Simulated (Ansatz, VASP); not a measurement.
Two plane-wave programs on Si2W

```
Si W
1.0
     4.71723    0.00000    0.00000
    -2.35862    4.08525    0.00000
     0.00000    0.00000    6.36025
Si W
6 3
Direct
  0.81758 0.63515 0.50000
  0.18242 0.81758 0.83333
  0.63515 0.81758 0.16667
  0.18242 0.36485 0.50000
  0.81758 0.18242 0.83333
  0.36485 0.18242 0.16667
  0.00000 0.50000 0.16667
  0.50000 0.50000 0.83333
  0.50000 0.00000 0.50000
```

Alike in both runs: task single point; functional PBE; k mesh 9 × 9 × 6; occupations gaussian, width 0.03 eV; no spin polarisation.

|  | VASP | Ansatz |
| --- | --- | --- |
| version | VASP 6.6.1 | Ansatz 0.2.0 |
| potentials or method | VASP PAW PBE potentials, release 64 (Si, W_sv), cutoff 520 eV | scalar-relativistic, plane waves, PAW |
| valence electrons in the cell | 66 | 66 |

Ansatz gave:

```
gap on the k mesh at the Fermi level (eV)                     : 0.20
least direct gap on the mesh (eV)                             : 0.34
pressure (GPa)                                                : 6.4
traceless stress, the component that is largest in VASP (GPa) : 12.66
rms of the force components (eV/Å)                            : 0.973
```

Task: Which values does VASP return?

Result: gap on the k mesh at the Fermi level (eV): 0.20; least direct gap on the mesh (eV): 0.34; pressure (GPa): 6.4; traceless stress, the component that is largest in VASP (GPa): 12.67; rms of the force components (eV/Å): 0.975.

Atom by atom the forces differ by 0.001 eV/Å (rms over components). With one functional, cell and mesh, what is left measures potentials, basis and numerics.

Neither program's run includes spin-orbit coupling.
